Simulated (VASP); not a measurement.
# HRh6 in VASP: further runs

The runs below take HRh6 through single point, with PBE.

All numbers are computed with VASP 6.6.1; they aren't measurements. Logs are shortened: lines on timing, memory, paths and dates and some standing lists are left out, and cuts for length are marked.

**1. The cell of the first run**

The cell holds a slab with vacuum, 14 atoms: a = 5.416 Å, b = 5.416 Å, c = 21.674 Å, α = 90.00°, β = 90.00°, γ = 90.00°.

**2. Single point, PBE**

The input, INCAR:

```
PREC = Accurate
ENCUT = 520
EDIFF = 1E-6
ISMEAR = 0
SIGMA = 0.1
LREAL = F
LASPH = T
NELM = 80
ALGO = Normal
ISIF = 2
LWAVE = F
LCHARG = F
LDIPOL = T
IDIPOL = 3
DIPOL = 0.5 0.5 0.284
GGA = PE
NBANDS = 104
```

The input, KPOINTS:

```
regular mesh
0
Gamma
  5 5 1
```

The input, POSCAR:

```
HRh6
1.0
    5.4163401145      0.0000000000      0.0000000000
    0.0000000000      5.4163401145      0.0000000000
    0.0000000000      0.0000000000     21.6737367085
Rh H
12 2
Direct
    0.2500000000      0.2500000000      0.1845551625
    0.2500000000      0.7500000000      0.1845551625
    0.7500000000      0.2500000000      0.1845551625
    0.7500000000      0.7500000000      0.1845551625
    0.0000000000      0.0000000000      0.2693761947
    0.0000000000      0.5000000000      0.2693761947
    0.5000000000      0.0000000000      0.2693761947
    0.5000000000      0.5000000000      0.2693761947
    0.2500000000      0.2500000000      0.3540569313
    0.2500000000      0.7500000000      0.3540569313
    0.7500000000      0.2500000000      0.3540569313
    0.7500000000      0.7500000000      0.3540569313
    0.4399963826      0.5000000000      0.3748193871
    0.5600036174      0.5000000000      0.3748193871
```

Potentials or basis: VASP PAW PBE potentials, release 64 (Rh_pv, H).

On the command line:

```
> cat potpaw_PBE.64/Rh_pv/POTCAR potpaw_PBE.64/H/POTCAR > POTCAR
> mpirun -np 1 vasp_std > vasp.out
```

OUTCAR:

```text
PREC = Accurate
   ENCUT = 520
   EDIFF = 1E-6
   ISMEAR = 0
   LREAL = F
   LASPH = T
   NELM = 80
   ISIF = 2
   GGA = PE

 ion  position               nearest neighbor table
   1  0.250  0.250  0.185-   5 2.65   6 2.65   7 2.65   8 2.65   2 2.71   3 2.71   2 2.71   3 2.71

   2  0.250  0.750  0.185-   5 2.65   6 2.65   7 2.65   8 2.65   1 2.71   4 2.71   1 2.71   4 2.71

   3  0.750  0.250  0.185-   5 2.65   6 2.65   7 2.65   8 2.65   1 2.71   4 2.71   4 2.71   1 2.71
[... 4 lines left out ...]
                             6 2.71   7 2.71   6 2.71   7 2.71
   6  0.000  0.500  0.269-   9 2.65  10 2.65  11 2.65  12 2.65   1 2.65   2 2.65   3 2.65   4 2.65
                             5 2.71   8 2.71   5 2.71   8 2.71
   7  0.500  0.000  0.269-   9 2.65  10 2.65  11 2.65  12 2.65   1 2.65   2 2.65   3 2.65   4 2.65
                             5 2.71   8 2.71   8 2.71   5 2.71
   8  0.500  0.500  0.269-   9 2.65  10 2.65  11 2.65  12 2.65   1 2.65   2 2.65   3 2.65   4 2.65
                             6 2.71   7 2.71   7 2.71   6 2.71
   9  0.250  0.250  0.354-  13 1.76   6 2.65   7 2.65   8 2.65   5 2.65  11 2.71  10 2.71  10 2.71
                            11 2.71
  10  0.250  0.750  0.354-  13 1.76   6 2.65   7 2.65   8 2.65   5 2.65  12 2.71   9 2.71   9 2.71
                            12 2.71
  11  0.750  0.250  0.354-  14 1.76   6 2.65   7 2.65   8 2.65   5 2.65  12 2.71   9 2.71  12 2.71
                             9 2.71
  12  0.750  0.750  0.354-  14 1.76   6 2.65   7 2.65   8 2.65   5 2.65  11 2.71  10 2.71  11 2.71
                            10 2.71
  13  0.440  0.500  0.375-  14 0.65  10 1.76   9 1.76
  14  0.560  0.500  0.375-  13 0.65  12 1.76  11 1.76

  LATTYP: Found a simple tetragonal cell.
 ALAT       =     5.4163401145
 C/A-ratio  =     4.0015464779

  Lattice vectors:

 A1 = (   5.4163401145,   0.0000000000,   0.0000000000)
 A2 = (   0.0000000000,   5.4163401145,   0.0000000000)
 A3 = (   0.0000000000,   0.0000000000,  21.6737367085)

Analysis of symmetry for initial positions (statically):
=====================================================================
 Subroutine PRICEL returns:
 Original cell was already a primitive cell.

 Routine SETGRP: Setting up the symmetry group for a
 simple tetragonal supercell.

 Subroutine GETGRP returns: Found  4 space group operations
 (whereof  4 operations were pure point group operations)
 out of a pool of 16 trial point group operations.

The static configuration has the point symmetry C_2v.

Analysis of symmetry for dynamics (positions and initial velocities):
=====================================================================
 Subroutine PRICEL returns:
 Original cell was already a primitive cell.

 Routine SETGRP: Setting up the symmetry group for a
 simple tetragonal supercell.

 Subroutine GETGRP returns: Found  4 space group operations
 (whereof  4 operations were pure point group operations)
 out of a pool of 16 trial point group operations.

The dynamic configuration has the point symmetry C_2v.

 Subroutine INISYM returns: Found  4 space group operations
 (whereof  4 operations are pure point group operations),
 and found     1 'primitive' translations

----------------------------------------------------------------------------------------

                                     Primitive cell

  volume of cell :     635.8368

  direct lattice vectors                    reciprocal lattice vectors
     5.416340114  0.000000000  0.000000000     0.184626515  0.000000000  0.000000000
     0.000000000  5.416340114  0.000000000     0.000000000  0.184626515  0.000000000
     0.000000000  0.000000000 21.673736709     0.000000000  0.000000000  0.046138791

  length of vectors
     5.416340114  5.416340114 21.673736709     0.184626515  0.184626515  0.046138791

  position of ions in fractional coordinates (direct lattice)
     0.250000000  0.250000000  0.184555162
     0.250000000  0.750000000  0.184555162
     0.750000000  0.250000000  0.184555162
     0.750000000  0.750000000  0.184555162
     0.000000000  0.000000000  0.269376195
     0.000000000  0.500000000  0.269376195
     0.500000000  0.000000000  0.269376195
     0.500000000  0.500000000  0.269376195
[... 43 lines left out ...]
     0.000000000  0.000000000  0.000000000

 Subroutine IBZKPT returns following result:
 ===========================================

 Found      9 irreducible k-points:

 Following reciprocal coordinates:
            Coordinates               Weight
  0.000000  0.000000  0.000000      1.000000
  0.200000  0.000000  0.000000      2.000000
  0.000000  0.200000  0.000000      2.000000
  0.400000  0.000000  0.000000      2.000000
  0.000000  0.400000  0.000000      2.000000
  0.200000  0.200000  0.000000      4.000000
  0.400000  0.200000  0.000000      4.000000
 -0.200000  0.400000  0.000000      4.000000
  0.400000  0.400000  0.000000      4.000000
   k-points           NKPTS =      9   k-points in BZ     NKDIM =      9   number of bands    NBANDS=    104
   number of dos      NEDOS =    301   number of ions     NIONS =     14
   total plane-waves  NPLWV = 259200
   dimension x,y,z NGX =    40 NGY =   40 NGZ =  162
   dimension x,y,z NGXF=    80 NGYF=   80 NGZF=  324
   ions per type =              12   2
   NGX,Y,Z   is equivalent  to a cutoff of  12.28, 12.28, 12.43 a.u.
   NGXF,Y,Z  is equivalent  to a cutoff of  24.55, 24.55, 24.85 a.u.
 SYSTEM =  unknown system
   PREC   = accura    normal or accurate (medium, high low for compatibility)
   ISTART =      0    job   : 0-new  1-cont  2-samecut
   ICHARG =      2    charge: 1-file 2-atom 10-const
   ISPIN  =      1    spin polarized calculation?
   LNONCOLLINEAR =      F non collinear calculations
   LSORBIT =      F    spin-orbit coupling
   LASPH  =      T    aspherical Exc in radial PAW
   ENCUT  =  520.0 eV  38.22 Ry    6.18 a.u.  10.07 10.07 40.30*2*pi/ulx,y,z
   NELM   =     80;   NELMIN=  2; NELMDL= -5     # of ELM steps
   EDIFF  = 0.1E-05   stopping-criterion for ELM
   LREAL  =      F    real-space projection
   EDIFFG = 0.1E-04   stopping-criterion for IOM
   NSW    =      0    number of steps for IOM
   IBRION =     -1    ionic relax: 0-MD 1-quasi-New 2-CG
   NFREE  =      0    steps in history (QN), initial steepest desc. (CG)
   ISIF   =      2    stress and relaxation
   ISYM   =      2    0-nonsym 1-usesym 2-fastsym
   POTIM  = 0.5000    time-step for ionic-motion
   TEBEG  =    0.0;   TEEND  =   0.0 temperature during run
   PSTRESS=    0.0 pullay stress
   NELECT =     182.0000    total number of electrons
   NUPDOWN=      -1.0000    fix difference up-down
   EMIN   =  10.00;   EMAX   =-10.00  energy-range for DOS
   EFERMI =   0.00;   METHOD = LEGACY
   ISMEAR =     0;   SIGMA  =   0.10  broadening in eV -4-tet -1-fermi 0-gaus
   EFERMI_NEDOS =   21; number of points for ismear=-14 and -15
   IALGO  =     38    algorithm
   IMIX   =      4    mixing-type and parameters
     AMIX     =   0.40;   BMIX     =  1.00
     AMIX_MAG =   1.60;   BMIX_MAG =  1.00
  volume/ion in A,a.u.               =      45.42       306.49
  Fermi-wavevector in a.u.,A,eV,Ry     =   1.078906  2.038836 15.837686  1.164037
  Thomas-Fermi vector in A             =   2.214857
   LORBIT       =      0    0 simple, 1 ext, 2 COOP (PROOUT), +10 PAW based schemes
   GGA     = PE    functional components
   LHFCALC =     F    Hartree Fock is set to
   AEXX    =    0.0000 exact exchange contribution
   IVDW    =     0    specifies the selected vdW correction
   LEPSILON=     F    determine dielectric tensor
   LRPA    =     F    only Hartree local field effects (RPA)
 non-spin polarized calculation
 Gauss-broadening in eV      SIGMA  =   0.10
  energy-cutoff  :      520.00
  volume of cell :      635.84
 maximum number of plane-waves:     17146
   NGX = 21   NGY = 21   NGZ = 81

 dipolmoment           0.000000      0.000000      0.007409 electrons x Angstroem

 number of electron     182.0000091 magnetization

 dipolmoment           0.000000      0.000000     -0.010724 electrons x Angstroem

 Free energy of the ion-electron system (eV)
  ---------------------------------------------------
  ext. energy  EPLUGINS =         0.00000000
  ---------------------------------------------------
  free energy    TOTEN  =       -83.68003317 eV

  energy without entropy =      -83.58734337  energy(sigma->0) =      -83.63368827

 E-fermi :  -0.4913     XC(G=0):  -4.5951

 val. band max:       -0.5142800031   @ k =  -0.2000   0.4000   0.0000
 cond. band min:      -0.4750114959   @ k =  -0.2000   0.4000   0.0000
 fundamental gap:      0.0392685073
 Fermi energy:        -0.4912563734

 k-point     1 :       0.0000    0.0000    0.0000
  band No.  band energies     occupation
      1     -47.5202      2.00000
      2     -47.5172      2.00000
      3     -47.4705      2.00000
      4     -47.4635      2.00000
      5     -47.3797      2.00000
      6     -47.3644      2.00000
[... 943 lines left out ...]
    102       0.9967      0.00000
    103       1.1279      0.00000
 [bands above 103 left out]

------------------------ aborting loop because EDIFF is reached ----------------------------------------

 vacuum level on the upper side and lower side of the slab       (xc-potential included)        -0.119        -0.039

  FORCE on cell =-STRESS in cart. coord.  units (eV):
  Direction    XX          YY          ZZ          XY          YZ          ZX
  --------------------------------------------------------------------------------------
  -------------------------------------------------------------------------------------
  Total        4.4834197     -0.7039804      3.6216303      0.0000000      0.0000000      0.0000000
  in kB       11.2972913     -1.7738851      9.1257602      0.0000000      0.0000000      0.0000000
  external PRESSURE =       6.2163888 kB  Pullay stress =       0.0000000 kB

 VOLUME and BASIS-vectors are now :
 -----------------------------------------------------------------------------
  energy-cutoff  :      520.00
  volume of cell :      635.84
      direct lattice vectors                 reciprocal lattice vectors
     5.416340114  0.000000000  0.000000000     0.184626515  0.000000000  0.000000000
     0.000000000  5.416340114  0.000000000     0.000000000  0.184626515  0.000000000
     0.000000000  0.000000000 21.673736709     0.000000000  0.000000000  0.046138791

 POSITION                                       TOTAL-FORCE (eV/Angst)
 -----------------------------------------------------------------------------------
      1.35409      1.35409      4.00000        -0.017243      0.001755      0.064681
      1.35409      4.06226      4.00000        -0.017243     -0.001755      0.064681
      4.06226      1.35409      4.00000         0.017243      0.001755      0.064681
      4.06226      4.06226      4.00000         0.017243     -0.001755      0.064681
      0.00000      0.00000      5.83839         0.000000      0.000000      0.017340
      0.00000      2.70817      5.83839         0.000000      0.000000     -0.459800
      2.70817      0.00000      5.83839         0.000000      0.000000     -0.432440
      2.70817      2.70817      5.83839         0.000000      0.000000     -1.160515
      1.35409      1.35409      7.67374        -0.808548     -0.969404     -0.092271
      1.35409      4.06226      7.67374        -0.808548      0.969404     -0.092271
      4.06226      1.35409      7.67374         0.808548     -0.969404     -0.092271
      4.06226      4.06226      7.67374         0.808548      0.969404     -0.092271
      2.38317      2.70817      8.12374        -9.339919      0.000000      1.072888
      3.03317      2.70817      8.12374         9.339919     -0.000000      1.072888
 -----------------------------------------------------------------------------------
    total drift:                                0.000000      0.000000      0.001510

  FREE ENERGIE OF THE ION-ELECTRON SYSTEM (eV)
  ---------------------------------------------------
  free  energy   TOTEN  =       -83.6800331730 eV

  energy  without entropy=      -83.5873433655  energy(sigma->0) =      -83.63368827

 vacuum level on the upper side and lower side of the slab         4.365         4.455
```

Wall time 16 min (1 thread of Intel Xeon 6975P-C (Granite Rapids), shared host); peak memory 0.76 GiB.

Results:

| Item | Value |
| --- | --- |
| Free energy | -83.6800 eV |
| Largest force | 9.401 eV/Å |
| Band gap on the k mesh | zero (band 91 reaches -0.23 eV, above the bottom of band 92 at -0.84 eV) |

Forces on the atoms (eV/Å):
```
Rh  -0.017  0.002  0.065
Rh  -0.017 -0.002  0.065
Rh   0.017  0.002  0.065
Rh   0.017 -0.002  0.065
Rh   0.000  0.000  0.017
Rh   0.000  0.000 -0.460
Rh   0.000  0.000 -0.432
Rh   0.000  0.000 -1.161
Rh  -0.809 -0.969 -0.092
Rh  -0.809  0.969 -0.092
Rh   0.809 -0.969 -0.092
Rh   0.809  0.969 -0.092
H   -9.340  0.000  1.073
H    9.340  0.000  1.073
```

Levels at points of the mesh, in eV from the Fermi level:
```tsv
k point	band 90	band 91	band 92	band 93	band 94	band 95
(0.00, 0.00, 0.00)	0.25	0.26	0.48	0.50	0.53	0.58
```

**3. Single point, PBE**

The input, INCAR:

```
PREC = Accurate ; ENCUT = 520
EDIFF = 1E-6 ; ISMEAR = 0
SIGMA = 0.1 ; LREAL = F
LASPH = T ; NELM = 60
ALGO = Normal ; ISIF = 2
LWAVE = F ; LCHARG = T
LDIPOL = T ; IDIPOL = 3
DIPOL = 0.5 0.5 0.295 ; GGA = PE
LELF = T ; LVHAR = T
LVACPOTAV = T ; NBANDS = 104
```

The input, KPOINTS:

```
Automatic mesh
0
Gamma
  5 5 1
```

POSCAR: that of step 2 with these lines changed.

```diff
@@ -20,3 +20,3 @@
     0.7500000000      0.7500000000      0.3540569313
-    0.4399963826      0.5000000000      0.3748193871
-    0.5600036174      0.5000000000      0.3748193871
+    0.4399963826      0.5000000000      0.4486414521
+    0.5600036174      0.5000000000      0.4486414521
```

Potentials or basis: VASP PAW PBE potentials, release 64 (Rh_pv, H).

On the command line:

```
> cat potpaw_PBE.64/Rh_pv/POTCAR potpaw_PBE.64/H/POTCAR > POTCAR
> mpirun -np 1 vasp_std > vasp.out
```

Run time: 37 min. Hardware: 1 thread of Intel Xeon Platinum 8488C (Sapphire Rapids), shared host; peak memory 0.77 GiB.

It converged, with:

```
Free energy            : -84.9761 eV
Largest force          : 5.412 eV/Å
Band gap on the k mesh : zero (band 91 reaches -0.01 eV, above the bottom of band 92 at -0.69 eV)
```

Forces in eV/Å, atoms in the order of the input:
```
Rh  -0.024 -0.017  0.055
Rh  -0.024  0.017  0.055
Rh   0.024 -0.017  0.055
Rh   0.024  0.017  0.055
Rh   0.000  0.000  0.061
Rh   0.000  0.000 -0.160
Rh   0.000  0.000 -0.154
Rh   0.000  0.000 -0.050
Rh  -0.091 -0.079 -0.064
Rh  -0.091  0.079 -0.064
Rh   0.091 -0.079 -0.064
Rh   0.091  0.079 -0.064
H   -5.410  0.000  0.170
H    5.410  0.000  0.170
```

Levels at points of the mesh, in eV from the Fermi level:
```csv
k point,band 89,band 90,band 91,band 92,band 93,band 94
"(0.00, 0.00, 0.00)",0.29,0.34,0.34,0.54,0.56,0.65
```

**4. Single point, PBE**

The input, INCAR:

```
  PREC = Accurate
  ENCUT = 520
  EDIFF = 1E-7
  ISMEAR = 0
  SIGMA = 0.1
  LREAL = F
  LASPH = T
  NELM = 80
  ALGO = Normal
  ISIF = 2
  LWAVE = F
  LCHARG = T
  LDIPOL = T
  IDIPOL = 3
  DIPOL = 0.5 0.5 0.289
  GGA = PE
  LELF = T
  LVHAR = T
  LVACPOTAV = T
  NBANDS = 104
```

The input, KPOINTS:

```
regular mesh
0
Gamma
  5 5 1
```

POSCAR: that of step 3 with these lines changed.

```diff
@@ -20,3 +20,3 @@
     0.7500000000      0.7500000000      0.3540569313
-    0.4399963826      0.5000000000      0.4486414521
-    0.5600036174      0.5000000000      0.4486414521
+    0.3909780428      0.5000000000      0.4043482131
+    0.6090219572      0.5000000000      0.4043482131
```

On the command line:

```
> cat potpaw_PBE.64/Rh_pv/POTCAR potpaw_PBE.64/H/POTCAR > POTCAR
> mpirun -np 1 vasp_std > vasp.out
```

It took 17 min on 1 thread of Intel Xeon 6975P-C (Granite Rapids), shared host; peak memory 0.76 GiB.

Results (log left out):

| Item | Value |
| --- | --- |
| Free energy | -85.7584 eV |
| Largest force | 0.768 eV/Å |
| Band gap on the k mesh | zero (band 91 reaches -0.25 eV, above the bottom of band 92 at -0.90 eV) |

Forces in eV/Å, atoms in the order of the input:
```
Rh  -0.002  0.040  0.006
Rh  -0.002 -0.040  0.006
Rh   0.002  0.040  0.006
Rh   0.002 -0.040  0.006
Rh   0.000  0.000  0.166
Rh   0.000  0.000 -0.283
Rh   0.000  0.000 -0.191
Rh   0.000  0.000 -0.380
Rh   0.112  0.137  0.341
Rh   0.112 -0.137  0.341
Rh  -0.112  0.137  0.341
Rh  -0.112 -0.137  0.341
H   -0.684  0.000 -0.349
H    0.684  0.000 -0.349
```

Levels at points of the mesh, in eV from the Fermi level:
```tsv
k point	band 90	band 91	band 92	band 93	band 94	band 95
(0.00, 0.00, 0.00)	0.29	0.32	0.50	0.55	0.63	0.63
```
